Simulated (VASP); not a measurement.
A run of VASP 6.6.1 is set up as follows.

File INCAR:

```
ALGO = Normal ; DIPOL = 0.5 0.5 0.428
EDIFF = 1E-6 ; ENCUT = 520
GGA = PE ; IDIPOL = 3
ISIF = 2 ; ISMEAR = 0
IVDW = 12 ; LASPH = True
LCHARG = False ; LDIPOL = True
LREAL = False ; LWAVE = False
NBANDS = 50 ; NELM = 100
PREC = Accurate ; SIGMA = 0.05
```

File KPOINTS:

```
k-points
0
Gamma
  7 7 1
```

POSCAR

```
SnO
1.0
    3.8205591864     -0.0000144263      0.0000000000
    0.0000145052      3.8205591864      0.0000000000
    0.0000000000      0.0000000000     22.2281054423
Sn O
4 4
Direct
    0.7499972411      0.2500027589      0.2024464033
    0.2499972411      0.7500027589      0.3088006191
    0.2499972411      0.7500027589      0.5472374941
   -0.2500027589      1.2500027589      0.6535917098
    0.2499972411      0.2500027589      0.2556235112
    0.7499972411      0.7500027589      0.2556235112
   -0.2500027589      0.7500027589      0.6004146020
    0.2499972411      1.2500027589      0.6004146020
```

Potentials or basis: VASP PAW PBE potentials, release 64 (Sn_d, O).

Command:

```bash
$ cat potpaw_PBE.64/Sn_d/POTCAR potpaw_PBE.64/O/POTCAR > POTCAR
$ mpirun -np 1 vasp_std > vasp.out
```

(1) Predict the band gap on the k mesh.

(2) Predict the dispersion energy per atom.

(3) Estimate the largest force.

Answers

(1) 2.75 eV (least direct gap 2.78 eV).

(2) -0.146 eV.

(3) 0.119 eV/Å.

Caveat: spin-orbit coupling is left out, which moves the levels of the heavy elements.
